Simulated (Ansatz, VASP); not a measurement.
Ta: VASP beside Ansatz

Contents of INCAR:

```
SYSTEM = Ta
  PREC = Accurate
  ENCUT = 520
  EDIFF = 1E-7
  ISMEAR = 0
  SIGMA = 0.15
  LREAL = .FALSE.
  LASPH = .TRUE.
  NELM = 80
  ALGO = Fast
  ISIF = 2
  LWAVE = .FALSE.
  LCHARG = .FALSE.
  NBANDS = 18
```

File KPOINTS:

```
Automatic mesh
0
G
  18 18 10
  0 0 0
```

File POSCAR:

```
Ta
1.0
    2.9003720726      0.0000000000      0.0000000000
   -1.4501860363      2.5117958953      0.0000000000
    0.0000000000      0.0000000000      5.3212622200
Ta
2
Direct
    0.6666666667      0.3333333333      0.7500000000
    0.3333333333      0.6666666667      0.2500000000
```

Input for Ansatz:

```yaml
crystal:
  lattice:
    - [2.9003720726, 0.0, 0.0]
    - [-1.4501860363, 2.5117958953, 0.0]
    - [0.0, 0.0, 5.32126222]
  atoms:
    - { symbol: Ta, position: [0.6666666667, 0.3333333333, 0.75] }
    - { symbol: Ta, position: [0.3333333333, 0.6666666667, 0.25] }
basis:
  ecutwfc: 420
kpoints:
  mp_grid: { grid: [18, 18, 10] }
hamiltonian:
  xc: lda
scf:
  occupations: { method: gaussian, width: 0.15 }
output:
  forces: true
  stress: true
  eigenvalues: true
```

Change from the starting cell: strain +0.0300 x Voigt [0, 0, 1, 0, 0, 0], atoms carried along.

Alike in both runs: task single point; functional LDA; k mesh 18 × 18 × 10; occupations gaussian, width 0.15 eV; no spin polarisation.

|  | VASP | Ansatz |
| --- | --- | --- |
| version | VASP 6.6.1 | Ansatz 0.2.0 |
| potentials or method | VASP PAW LDA potentials, release 64 (Ta_pv), cutoff 520 eV | scalar-relativistic, plane waves, PAW |
| valence electrons in the cell | 22 | 26 |

|  | VASP | Ansatz | Ansatz less VASP |
| --- | --- | --- | --- |
| gap on the k mesh at the Fermi level (eV) | none | none | - |
| pressure (GPa) | -15.3 | -15.9 | -0.55 |
| traceless stress, the component that is largest in VASP (GPa) | -1.97 | -1.98 | -0.003 |

LDA's correlation is that of Perdew and Zunger in VASP and of Perdew and Wang (1992) in Ansatz. A gap of «none» marks a metal or a gap that the smearing closes. VASP's potentials hold 22 valence electrons a cell and Ansatz's 26, so a difference there can come from the potentials and not from the codes.

Spin-orbit coupling is off throughout.
